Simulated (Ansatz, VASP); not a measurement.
# YN: VASP beside Ansatz

```
Y N
1.0
     0.00000    2.45289    2.45289
     2.45289    0.00000    2.45289
     2.45289    2.45289    0.00000
Y N
1 1
Direct
  0.00000 0.00000 0.00000
  0.50000 0.50000 0.50000
```

Alike in both runs: functional PBE; k mesh 12 × 12 × 12; occupations gaussian, width 0.01 eV; no spin polarisation.

Ansatz relaxed the structure, and its values are those at the end. VASP's run is a single point on that final structure, the one shown.

|  | VASP | Ansatz |
| --- | --- | --- |
| version | VASP 6.6.1 | Ansatz 0.2.0 |
| potentials or method | VASP PAW PBE potentials, release 64 (Y_sv, N), cutoff 600 eV | scalar-relativistic, plane waves, PAW |
| valence electrons in the cell | 16 | 16 |

```tsv
	VASP	Ansatz	Ansatz less VASP
gap on the k mesh at the Fermi level (eV)	0.21	0.21	+0.003
least direct gap on the mesh (eV)	0.60	0.61	+0.004
pressure (GPa)	-0.2	0.0	+0.24
```

The functional is the same, so the differences come from potentials, cutoffs and numerics.
